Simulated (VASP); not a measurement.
Input of a VASP 6.6.1 run:

INCAR

```
SYSTEM = W16C
PREC     = Accurate       ! precision mode
ENCUT    = 520            ! plane-wave cutoff, eV
EDIFF    = 1E-6           ! SCF threshold, eV
ISMEAR   = 0              ! smearing method
SIGMA    = 0.05           ! smearing width, eV
LREAL    = .False.        ! projectors in reciprocal space
LASPH    = .True.         ! aspherical terms in the spheres
NELM     = 120            ! most SCF steps
ALGO     = Normal         ! electronic algorithm
ISIF     = 2              ! what is computed and relaxed
LWAVE    = .False.        ! write WAVECAR
LCHARG   = .False.        ! write CHGCAR
GGA      = PE             ! functional
NBANDS   = 128            ! bands
GGA_COMPAT= .False.
```

The input KPOINTS:

```
Automatic mesh
0
Gamma
  3 3 3
  0 0 0
```

Contents of POSCAR:

```
W16C
1.0
    6.3200000000      0.0000000000      0.0000000000
    0.0000000000      6.3200000000      0.0000000000
    0.0000000000      0.0000000000      6.3200000000
W C
16 1
Direct
    0.0029174051     -0.0026022152     -0.0057234177
    0.4982219937      0.0014436709     -0.0057311709
    0.0029319620      0.5027526899     -0.0057042722
    0.0028231013     -0.0451238924      0.4942821203
    0.2478504747      0.2501719937      0.2476305380
    0.4982724684      0.4987232595     -0.0057180380
    0.5005604430     -0.0011794304      0.4943115506
    0.7478224684      0.2500009494      0.2365299051
    0.0028716772      0.5455318038      0.4943242089
    0.2636875000      0.7501226266      0.2365981013
    0.2479212025      0.2501697785      0.7410778481
    0.5006325949      0.5013379747      0.4943245253
    0.7458729430      0.7500492089      0.2357257911
    0.7479213608      0.2500659810      0.7519492089
    0.2636618671      0.7501411392      0.7520186709
    0.7458655063      0.7501049051      0.7528253165
    0.9589700949      0.2502276899      0.4942174051
```

Potentials or basis: VASP PAW PBE potentials, release 64 (W_sv, C).

Run with:

```console
$ cat potpaw_PBE.64/W_sv/POTCAR potpaw_PBE.64/C/POTCAR > POTCAR
$ mpirun -np 1 vasp_std > vasp.out
```

Question: Predict the band gap on the k mesh.

Answer: Zero (bands 114 and 115 overlap by 0.67 eV).

Question: What does it give for the pressure?

Answer: 19.2 GPa.

Question: Predict the largest force.

Answer: 2.037 eV/Å.

Stress tensor (GPa, compression positive):
```
14.61  0.01  0.00
 0.01 27.25  0.00
 0.00  0.00 15.72
```

Caveat: spin-orbit coupling is left out, which moves the levels of the heavy elements.
